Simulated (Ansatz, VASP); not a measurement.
**One calculation of SnO2, two programs**

```
Sn O
1.0
     4.82770    0.00000    0.00000
     0.00000    4.82770    0.00000
     0.00000    0.00000    3.23799
Sn O
2 4
Cartesian
  -0.0247 0.0198 0.0000
  2.3981 2.4192 1.6190
  1.4802 1.5547 0.0000
  1.0838 3.7265 1.6190
  3.3475 3.4220 0.0000
  4.0442 0.7661 1.6190
```

Change from the starting cell: mode 15 (547.8 1/cm) frozen in, largest displacement +0.225 Å.

Alike in both runs: task single point; functional PBE; k mesh 6 × 6 × 8; occupations gaussian, width 0.05 eV; no spin polarisation.

|  | VASP | Ansatz |
| --- | --- | --- |
| version | VASP 6.6.1 | Ansatz 0.2.0 |
| potentials or method | VASP PAW PBE potentials, release 64 (Sn_d, O), cutoff 520 eV | scalar-relativistic, plane waves, PAW |
| valence electrons in the cell | 52 | 52 |

VASP gave:

| Property | Result |
| --- | --- |
| gap on the k mesh at the Fermi level (eV) | 0.63 |
| least direct gap on the mesh (eV) | 0.63 |
| pressure (GPa) | 8.8 |
| traceless stress, the component that is largest in VASP (GPa) | -6.10 |
| rms of the force components (eV/Å) | 2.080 |

Task: Estimate Ansatz's values.

Result: gap on the k mesh at the Fermi level (eV): 0.65; least direct gap on the mesh (eV): 0.65; pressure (GPa): 8.4; traceless stress, the component that is largest in VASP (GPa): -6.29; rms of the force components (eV/Å): 2.050.

Atom by atom the forces differ by 0.033 eV/Å (rms over components).
